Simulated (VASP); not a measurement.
# AlNi (Pm-3m) in VASP: further runs

Aim: see how the results for AlNi move with the level of theory and the settings. Levels: PBE0, HSE06. Tasks: single point.

Everything below comes from runs of VASP 6.6.1. Logs are shortened: lines on timing, memory, paths and dates and some standing lists are left out, and cuts for length are marked.

**1. The cell of the first run**

The structure is cubic, space group Pm-3m (No. 221). The conventional cell has a = 2.881 Å, b = 2.881 Å, c = 2.881 Å, α = 90.00°, β = 90.00°, γ = 90.00°. Ni (site symmetry m-3m) has 8 Al at 2.50 Å and 6 Ni at 2.88 Å within 3.3 Å. Al (site symmetry m-3m) has 8 Ni at 2.50 Å and 6 Al at 2.88 Å within 3.3 Å.

**2. Single point, PBE0, collinear spin, ferromagnetic start**

POSCAR

```
AlNi
1.0
    2.8810000000      0.0000000000      0.0000000000
    0.0000000000      2.8810000000      0.0000000000
    0.0000000000      0.0000000000      2.8810000000
Ni Al
1 1
Direct
    0.5000000000      0.5000000000      0.5000000000
    0.0000000000      0.0000000000      0.0000000000
```

INCAR.step1

```
SYSTEM = AlNi
  PREC = Accurate
  ENCUT = 520
  EDIFF = 1E-5
  ISMEAR = -1
  SIGMA = 0.05
  LREAL = .False.
  LASPH = .True.
  NELM = 150
  ALGO = Normal
  ISIF = 2
  LWAVE = .True.
  LCHARG = .False.
  ISPIN = 2
  MAGMOM = 1 0
  LORBIT = 11
  LMAXMIX = 4
  GGA = PE
  NBANDS = 18
```

INCAR.step2

```
SYSTEM = AlNi
  PREC = Accurate
  ENCUT = 520
  EDIFF = 1E-7
  ISMEAR = -1
  SIGMA = 0.05
  LREAL = .False.
  LASPH = .True.
  NELM = 150
  ALGO = Normal
  ISIF = 2
  LWAVE = .False.
  LCHARG = .False.
  ISPIN = 2
  MAGMOM = 1 0
  LORBIT = 11
  LMAXMIX = 4
  GGA = PE
  LHFCALC = .True.
  AEXX = 0.25
  PRECFOCK = Normal
  ISTART = 1
  NBANDS = 18
```

KPOINTS

```
Automatic mesh
0
Gamma
  6 6 6
  0 0 0
```

Potentials or basis: VASP PAW PBE potentials, release 64 (Ni, Al).

Started as:

```console
cat potpaw_PBE.64/Ni/POTCAR potpaw_PBE.64/Al/POTCAR > POTCAR
cp INCAR.step1 INCAR
mpirun -np 1 vasp_std > vasp.out
cp INCAR.step2 INCAR
mpirun -np 1 vasp_std > vasp.out
```

OUTCAR:

```text
SYSTEM = AlNi
   PREC = Accurate
   ENCUT = 520
   EDIFF = 1E-7
   ISMEAR = -1
   LREAL = .False.
   LASPH = .True.
   NELM = 150
   ISIF = 2
   ISPIN = 2
   LORBIT = 11
   GGA = PE
   LHFCALC = .True.
   AEXX = 0.25
   PRECFOCK = Normal
   ISTART = 1

 ion  position               nearest neighbor table
   1  0.500  0.500  0.500-   2 2.50   2 2.50   2 2.50   2 2.50   2 2.50   2 2.50   2 2.50   2 2.50

   2  0.000  0.000  0.000-   1 2.50   1 2.50   1 2.50   1 2.50   1 2.50   1 2.50   1 2.50   1 2.50

  LATTYP: Found a simple cubic cell.
 ALAT       =     2.8810000000

  Lattice vectors:

 A1 = (   2.8810000000,   0.0000000000,   0.0000000000)
 A2 = (   0.0000000000,   2.8810000000,   0.0000000000)
 A3 = (   0.0000000000,   0.0000000000,   2.8810000000)

Analysis of symmetry for initial positions (statically):
=====================================================================
 Subroutine PRICEL returns:
 Original cell was already a primitive cell.

 Routine SETGRP: Setting up the symmetry group for a
 simple cubic supercell.

 Subroutine GETGRP returns: Found 48 space group operations
 (whereof 48 operations were pure point group operations)
 out of a pool of 48 trial point group operations.

The static configuration has the point symmetry O_h .

Analysis of symmetry for dynamics (positions and initial velocities):
=====================================================================
 Subroutine PRICEL returns:
 Original cell was already a primitive cell.

 Routine SETGRP: Setting up the symmetry group for a
 simple cubic supercell.

 Subroutine GETGRP returns: Found 48 space group operations
 (whereof 48 operations were pure point group operations)
 out of a pool of 48 trial point group operations.

The dynamic configuration has the point symmetry O_h .

Analysis of structural, dynamic, and magnetic symmetry:
=====================================================================
 Subroutine PRICEL returns:
 Original cell was already a primitive cell.

 Routine SETGRP: Setting up the symmetry group for a
 simple cubic supercell.

 Subroutine GETGRP returns: Found 48 space group operations
 (whereof 48 operations were pure point group operations)
 out of a pool of 48 trial point group operations.

The overall configuration has the point symmetry O_h .

 Subroutine INISYM returns: Found 48 space group operations
 (whereof 48 operations are pure point group operations),
 and found     1 'primitive' translations

----------------------------------------------------------------------------------------

                                     Primitive cell

  volume of cell :      23.9128

  direct lattice vectors                    reciprocal lattice vectors
     2.881000000  0.000000000  0.000000000     0.347101701  0.000000000  0.000000000
     0.000000000  2.881000000  0.000000000     0.000000000  0.347101701  0.000000000
     0.000000000  0.000000000  2.881000000     0.000000000  0.000000000  0.347101701

  length of vectors
     2.881000000  2.881000000  2.881000000     0.347101701  0.347101701  0.347101701

  position of ions in fractional coordinates (direct lattice)
     0.500000000  0.500000000  0.500000000
     0.000000000  0.000000000  0.000000000

  ion indices of the primitive-cell ions
   primitive index   ion index
                 1           1
                 2           2

----------------------------------------------------------------------------------------

 KPOINTS: Automatic mesh

Automatic generation of k-mesh.
 Grid dimensions read from file:
 generate k-points for:    6    6    6

 Generating k-lattice:

  Cartesian coordinates                     Fractional coordinates (reciprocal lattice)
     0.057850283  0.000000000  0.000000000     0.166666667  0.000000000  0.000000000
     0.000000000  0.057850283  0.000000000     0.000000000  0.166666667  0.000000000
     0.000000000  0.000000000  0.057850283     0.000000000  0.000000000  0.166666667

  Length of vectors
     0.057850283  0.057850283  0.057850283

  Shift w.r.t. Gamma in fractional coordinates (k-lattice)
     0.000000000  0.000000000  0.000000000

 Subroutine IBZKPT returns following result:
 ===========================================

 Found     20 irreducible k-points:

 Following reciprocal coordinates:
            Coordinates               Weight
  0.000000  0.000000  0.000000      1.000000
  0.166667  0.000000  0.000000      6.000000
  0.333333  0.000000  0.000000      6.000000
  0.500000  0.000000  0.000000      3.000000
  0.166667  0.166667  0.000000     12.000000
  0.333333  0.166667  0.000000     24.000000
[... 12 lines left out ...]
  0.500000  0.500000  0.333333      6.000000
  0.500000  0.500000  0.500000      1.000000
   k-points           NKPTS =     20   k-points in BZ     NKDIM =    216   number of bands    NBANDS=     18
   number of dos      NEDOS =    301   number of ions     NIONS =      2
   total plane-waves  NPLWV =  13824
   dimension x,y,z NGX =    24 NGY =   24 NGZ =   24
   dimension x,y,z NGXF=    48 NGYF=   48 NGZF=   48
   ions per type =               1   1
   NGX,Y,Z   is equivalent  to a cutoff of  13.85, 13.85, 13.85 a.u.
   NGXF,Y,Z  is equivalent  to a cutoff of  27.70, 27.70, 27.70 a.u.
 SYSTEM =  AlNi
   PREC   = accura    normal or accurate (medium, high low for compatibility)
   ISTART =      1    job   : 0-new  1-cont  2-samecut
   ICHARG =      0    charge: 1-file 2-atom 10-const
   ISPIN  =      2    spin polarized calculation?
   LNONCOLLINEAR =      F non collinear calculations
   LSORBIT =      F    spin-orbit coupling
   LASPH  =      T    aspherical Exc in radial PAW
   ENCUT  =  520.0 eV  38.22 Ry    6.18 a.u.   5.36  5.36  5.36*2*pi/ulx,y,z
   NELM   =    150;   NELMIN=  2; NELMDL=  0     # of ELM steps
   EDIFF  = 0.1E-06   stopping-criterion for ELM
   LREAL  =      F    real-space projection
   EDIFFG = 0.1E-05   stopping-criterion for IOM
   NSW    =      0    number of steps for IOM
   IBRION =     -1    ionic relax: 0-MD 1-quasi-New 2-CG
   NFREE  =      0    steps in history (QN), initial steepest desc. (CG)
   ISIF   =      2    stress and relaxation
   ISYM   =      3    0-nonsym 1-usesym 2-fastsym
   POTIM  = 0.5000    time-step for ionic-motion
   TEBEG  =    0.0;   TEEND  =   0.0 temperature during run
   PSTRESS=    0.0 pullay stress
   NELECT =      13.0000    total number of electrons
   NUPDOWN=      -1.0000    fix difference up-down
   EMIN   =  10.00;   EMAX   =-10.00  energy-range for DOS
   EFERMI =   0.00;   METHOD = LEGACY
   ISMEAR =    -1;   SIGMA  =   0.05  broadening in eV -4-tet -1-fermi 0-gaus
   EFERMI_NEDOS =   21; number of points for ismear=-14 and -15
   IALGO  =     38    algorithm
   IMIX   =      1    mixing-type and parameters
     AMIX     =   0.40;   BMIX     =  1.00
     AMIX_MAG =   1.60;   BMIX_MAG =  1.00
  volume/ion in A,a.u.               =      11.96        80.69
  Fermi-wavevector in a.u.,A,eV,Ry     =   1.336122  2.524904 24.289410  1.785221
  Thomas-Fermi vector in A             =   2.464773
   LORBIT       =     11    0 simple, 1 ext, 2 COOP (PROOUT), +10 PAW based schemes
   GGA     = PE    functional components
   LHFCALC =     T    Hartree Fock is set to
   PRECFOCK=normal    Normal, Fast or Accurate (Low or Medium for compatibility)
   ENCUT4O =  -1.0   cutoff for four orbital integrals eV
   NKREDX  =     1    reduce k-point grid by
   NKREDY  =     1    reduce k-point grid by
   NKREDZ  =     1    reduce k-point grid by
   AEXX    =    0.2500 exact exchange contribution
   HFSCREEN=    0.0000 screening length (either q_TF or 0.3 A-1)
   HFSCREENC=   0.0000 screening length for correlation (either q_TF or 0.3 A-1)
   ENCUTFOCK=  -1.0 apply spherical cutoff to Coloumb kernel
   IVDW    =     0    specifies the selected vdW correction
   LEPSILON=     F    determine dielectric tensor
   LRPA    =     F    only Hartree local field effects (RPA)
 spin polarized calculation
  energy-cutoff  :      520.00
  volume of cell :       23.91
 maximum number of plane-waves:       659
 NGX is ok and might be reduce to    24
  NGX = 18; NGY = 18; NGZ = 18

 number of electron      13.0000015 magnetization       0.1042111

 Free energy of the ion-electron system (eV)
  ---------------------------------------------------
  ext. energy  EPLUGINS =         0.00000000
  ---------------------------------------------------
  free energy    TOTEN  =       -12.78235529 eV

  energy without entropy =      -12.78058760  energy(sigma->0) =      -12.78147145

 E-fermi :  10.0046     XC(G=0):  -9.4238

 val. band max:        9.4522229905   @ k =   0.3333   0.0000   0.0000
 cond. band min:      10.1310902007   @ k =   0.3333   0.1667   0.0000
 fundamental gap:      0.6788672102
 Fermi energy:        10.0046143731

 spin component 1

 k-point     1 :       0.0000    0.0000    0.0000
  band No.  band energies     occupation
      1      -3.1274      1.00000
      2       4.9857      1.00000
      3       4.9857      1.00000
      4       6.9388      1.00000
      5       6.9388      1.00000
      6       6.9388      1.00000
[... 10 lines left out ...]
     17      34.8180      0.00000
     18      34.8180      0.00000
[... 381 lines left out ...]
      1       4.1816      1.00000
      2       4.1816      1.00000
      3       4.1816      1.00000
      4       7.5073      1.00000
      5       7.5073      1.00000
      6      12.5985      0.00000
[... 10 lines left out ...]
     17      43.2756      0.00000
     18      43.2756      0.00000
 Fermi energy:        10.0046143731

 spin component 2

 k-point     1 :       0.0000    0.0000    0.0000
  band No.  band energies     occupation
      1      -3.0986      1.00000
      2       5.2670      1.00000
      3       5.2670      1.00000
      4       7.0077      1.00000
      5       7.0077      1.00000
      6       7.0077      1.00000
[... 10 lines left out ...]
     17      34.8202      0.00000
     18      34.8202      0.00000
[... 382 lines left out ...]
      2       4.2313      1.00000
      3       4.2313      1.00000
      4       7.8973      1.00000
      5       7.8973      1.00000
      6      12.5906      0.00000
[... 10 lines left out ...]
     17      43.2847      0.00000
     18      43.2847      0.00000

------------------------ aborting loop because EDIFF is reached ----------------------------------------

  FORCE on cell =-STRESS in cart. coord.  units (eV):
  Direction    XX          YY          ZZ          XY          YZ          ZX
  --------------------------------------------------------------------------------------
  -------------------------------------------------------------------------------------
  Total       -0.4123945     -0.4123945     -0.4123945      0.0000000     -0.0000000      0.0000000
  in kB      -27.6308118    -27.6308118    -27.6308118      0.0000000     -0.0000000      0.0000000
  external PRESSURE =     -27.6308118 kB  Pullay stress =       0.0000000 kB

 VOLUME and BASIS-vectors are now :
 -----------------------------------------------------------------------------
  energy-cutoff  :      520.00
  volume of cell :       23.91
      direct lattice vectors                 reciprocal lattice vectors
     2.881000000  0.000000000  0.000000000     0.347101701  0.000000000  0.000000000
     0.000000000  2.881000000  0.000000000     0.000000000  0.347101701  0.000000000
     0.000000000  0.000000000  2.881000000     0.000000000  0.000000000  0.347101701

 POSITION                                       TOTAL-FORCE (eV/Angst)
 -----------------------------------------------------------------------------------
      1.44050      1.44050      1.44050         0.000000      0.000000      0.000000
      0.00000      0.00000      0.00000         0.000000      0.000000      0.000000
 -----------------------------------------------------------------------------------
    total drift:                               -0.000000     -0.000000     -0.000000

  FREE ENERGIE OF THE ION-ELECTRON SYSTEM (eV)
  ---------------------------------------------------
  free  energy   TOTEN  =       -12.7823552915 eV

  energy  without entropy=      -12.7805876002  energy(sigma->0) =      -12.78147145

 total charge

# of ion       s       p       d       tot
------------------------------------------
    1        0.454   0.504   8.597   9.555
    2        0.444   0.423   0.000   0.867
--------------------------------------------------
tot          0.897   0.928   8.597  10.422

 magnetization (x)

# of ion       s       p       d       tot
------------------------------------------
    1        0.005   0.002   0.082   0.089
    2        0.003   0.006   0.000   0.009
--------------------------------------------------
tot          0.009   0.008   0.082   0.098
```

Wall time 1.7 h (1 thread of Oxide Virtual Turin-like, shared host); peak memory 0.14 GiB.

What came out:

```yaml
Free_energy: -12.7824 eV
Pressure: -2.8 GPa
Net_moment: 0.10 μB per cell
Site_moments: Ni +0.09; Al +0.01 μB
Valence_electrons_inside_the_program's_atomic_spheres: Ni 9.55; Al 0.87
```

Caveat: the k points lie up to 0.36 Å⁻¹ apart; the PAW data sets were made with another functional, which shifts forces and pressure a little.

**3. Single point, HSE06, collinear spin, ferromagnetic start**

This run uses another cell than the first one, of 12.43 Å³/atom.

POSCAR

```
AlNi
1.0
    2.9189122424      0.0000000000      0.0000000000
    0.0000000000      2.9189122424      0.0000000000
    0.0000000000      0.0000000000      2.9189122424
Ni Al
1 1
Direct
    0.5000000000      0.5000000000      0.5000000000
    0.0000000000      0.0000000000      0.0000000000
```

INCAR.step1

```
SYSTEM = AlNi
PREC = Accurate ; ENCUT = 520
EDIFF = 1E-5 ; ISMEAR = -1
SIGMA = 0.05 ; LREAL = .False.
LASPH = .True. ; NELM = 150
ALGO = Normal ; ISIF = 2
LWAVE = .True. ; ISPIN = 2
MAGMOM = 1 0 ; LORBIT = 11
LMAXMIX = 4 ; GGA = PE
NBANDS = 18
```

INCAR.step2

```
SYSTEM = AlNi
PREC = Accurate ; ENCUT = 520
EDIFF = 1E-6 ; ISMEAR = -1
SIGMA = 0.05 ; LREAL = .False.
LASPH = .True. ; NELM = 150
ALGO = Normal ; ISIF = 2
LWAVE = .False. ; LCHARG = .True.
ISPIN = 2 ; MAGMOM = 1 0
LORBIT = 11 ; LMAXMIX = 4
GGA = PE ; LHFCALC = .True.
HFSCREEN = 0.2079 ; PRECFOCK = Normal
LELF = .True. ; LVHAR = .True.
ISTART = 1 ; NBANDS = 18
```

KPOINTS is that of step 2.

Potentials or basis: VASP PAW PBE potentials, release 64 (Ni, Al).

Started as:

```console
cat potpaw_PBE.64/Ni/POTCAR potpaw_PBE.64/Al/POTCAR > POTCAR
cp INCAR.step1 INCAR
mpirun -np 1 vasp_std > vasp.out
cp INCAR.step2 INCAR
mpirun -np 1 vasp_std > vasp.out
```

Wall time 2 h (1 thread of Oxide Virtual Turin-like, shared host); peak memory 0.24 GiB.

It converged, with:

- Free energy: -11.8421 eV
- Pressure: -8.2 GPa
- Net moment: 0.11 μB per cell
- Site moments: Ni +0.10; Al +0.01 μB
- Valence electrons inside the program's atomic spheres: Ni 9.49; Al 0.84

Levels at points of the mesh, in eV from the Fermi level:
Spin up:
| k point | band 3 | band 4 | band 5 | band 6 | band 7 | band 8 | band 9 | band 10 | band 11 | band 12 |
| --- | --- | --- | --- | --- | --- | --- | --- | --- | --- | --- |
| (0.00, 0.00, 0.00) | -4.21 | -2.37 | -2.37 | -2.37 | 6.09 | 6.09 | 6.09 | 8.88 | 8.88 | 14.48 |
| (0.50, 0.00, 0.00) | -3.75 | -3.11 | -3.11 | -2.28 | -1.34 | 9.07 | 10.96 | 10.96 | 11.60 | 11.60 |
| (0.50, 0.50, 0.00) | -3.12 | -3.12 | -2.92 | -2.92 | -1.91 | 1.88 | 2.64 | 12.90 | 16.16 | 16.16 |
| (0.50, 0.50, 0.50) | -4.99 | -1.86 | -1.86 | 2.49 | 2.49 | 2.49 | 3.95 | 4.84 | 4.84 | 4.84 |
Spin down:
```tsv
k point	band 4	band 5	band 6	band 7	band 8	band 9
(0.00, 0.00, 0.00)	-2.29	-2.29	-2.29	6.14	6.14	6.14
(0.50, 0.00, 0.00)	-3.04	-3.04	-2.21	-0.87	9.09	10.99
(0.50, 0.50, 0.00)	-3.10	-2.85	-2.85	-1.47	2.06	2.71
(0.50, 0.50, 0.50)	-1.45	-1.45	2.48	2.48	2.48	3.99
```

Caveat: the cell stands under tension; the PAW data sets were made with another functional, which shifts forces and pressure a little.
